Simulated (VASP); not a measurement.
A run of VASP 6.6.1:

Contents of POSCAR:

```
CrFe3
1.0
    3.5640300000      0.0000000000      0.0000000000
    0.0000000000      3.5640300000      0.0000000000
    0.0000000000      0.0000000000      3.5640300000
Cr Fe
1 3
Direct
    0.0000000000      0.0000000000      0.0000000000
    0.0000000000      0.5000000000      0.5000000000
    0.5000000000      0.5000000000      0.0000000000
    0.5000000000      0.0000000000      0.5000000000
```

INCAR.step1

```
SYSTEM = CrFe3
ALGO = Normal
EDIFF = 1E-4
ENCUT = 520
GGA = PE
ISMEAR = 0
ISPIN = 2
LASPH = .True.
LCHARG = .False.
LMAXMIX = 4
LREAL = .False.
LWAVE = .True.
MAGMOM = -2.83 2.37 2.37 2.37
NBANDS = 30
NELM = 150
PREC = Accurate
SIGMA = 0.05
```

Contents of INCAR.step2:

```
SYSTEM = CrFe3
ALGO = Normal
EDIFF = 1E-6
ENCUT = 520
ISIF = 2
ISMEAR = 0
ISPIN = 2
ISTART = 1
LASPH = .True.
LCHARG = .True.
LELF = .True.
LMAXMIX = 4
LMIXTAU = .True.
LORBIT = 11
LREAL = .False.
LVHAR = .True.
LWAVE = .False.
MAGMOM = -2.83 2.37 2.37 2.37
METAGGA = R2SCAN
NBANDS = 30
NELM = 150
PREC = Accurate
SIGMA = 0.05
```

Contents of KPOINTS:

```
k-points
0
Gamma
  10 10 10
  0 0 0
```

Potentials or basis: VASP PAW PBE potentials, release 64 (Cr_pv, Fe).

Run with:

```sh
$ cat potpaw_PBE.64/Cr_pv/POTCAR potpaw_PBE.64/Fe/POTCAR > POTCAR
$ cp INCAR.step1 INCAR
$ mpirun -np 1 vasp_std > vasp.out
$ cp INCAR.step2 INCAR
$ mpirun -np 1 vasp_std > vasp.out
```

Hardware: 1 thread of Oxide Virtual Turin-like Processor, on a shared host.

Question: Estimate the wall time of this run.

Answer: It took 15 min on 1 thread of Oxide Virtual Turin-like Processor (shared host), peak memory 0.23 GiB. Counts: k points 56.
